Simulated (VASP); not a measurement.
Wanted: the native input for a VASP 6.6.1 run.

```
Task                   : single point
Functional             : PBE
Potentials or basis    : VASP PAW PBE potentials, release 64 (Ca_sv, F, Li_sv)
Cutoff                 : 520 eV
k mesh                 : 6 × 6 × 6
Occupations            : fermi-dirac, width 0.05 eV
Spin                   : no spin polarisation
Dipole correction      : no
Further INCAR settings : ALGO = Normal; EDIFF = 1e-07; NBANDS = 25
```

The structure of LiCaF3 lies in POSCAR:

```
LiCaF3
1.0
    3.6860191200      0.0000000000      0.0000000000
    0.0000000000      3.6860191200      0.0000000000
    0.0000000000      0.0000000000      3.7612440000
Ca F Li
1 3 1
Direct
    0.0000000000      0.0000000000      0.0000000000
    0.5000000000      0.0000000000      0.5000000000
    0.5000000000      0.5000000000      0.0000000000
    0.0000000000      0.5000000000      0.5000000000
    0.5000000000      0.5000000000      0.5000000000
```

The input as run:

INCAR

```
SYSTEM = LiCaF3
PREC     = Accurate       ! precision mode
ENCUT    = 520            ! plane-wave cutoff, eV
EDIFF    = 1E-7           ! SCF threshold, eV
ISMEAR   = -1             ! smearing method
SIGMA    = 0.05           ! smearing width, eV
LREAL    = .FALSE.        ! projectors in reciprocal space
LASPH    = .TRUE.         ! aspherical terms in the spheres
NELM     = 60             ! most SCF steps
ALGO     = Normal         ! electronic algorithm
ISIF     = 2              ! what is computed and relaxed
LWAVE    = .FALSE.        ! write WAVECAR
LCHARG   = .TRUE.         ! write CHGCAR
GGA      = PE             ! functional
LELF     = .TRUE.         ! ELF
LVHAR    = .TRUE.       
NBANDS   = 25             ! bands
```

KPOINTS

```
regular mesh
0
G
  6 6 6
  0 0 0
```

Potentials or basis: VASP PAW PBE potentials, release 64 (Ca_sv, F, Li_sv).

The run is started by

```bash
$ cat potpaw_PBE.64/Ca_sv/POTCAR potpaw_PBE.64/F/POTCAR potpaw_PBE.64/Li_sv/POTCAR > POTCAR
$ mpirun -np 1 vasp_std > vasp.out
```

Results of the run:

```yaml
Band_gap_on_the_k_mesh: 6.39 eV (least direct gap 6.60 eV)
```

Run time: 39 s on 1 thread of AMD EPYC 7R43 64-Core Processor (Zen 3), with other jobs on the host, peak memory 0.15 GiB.
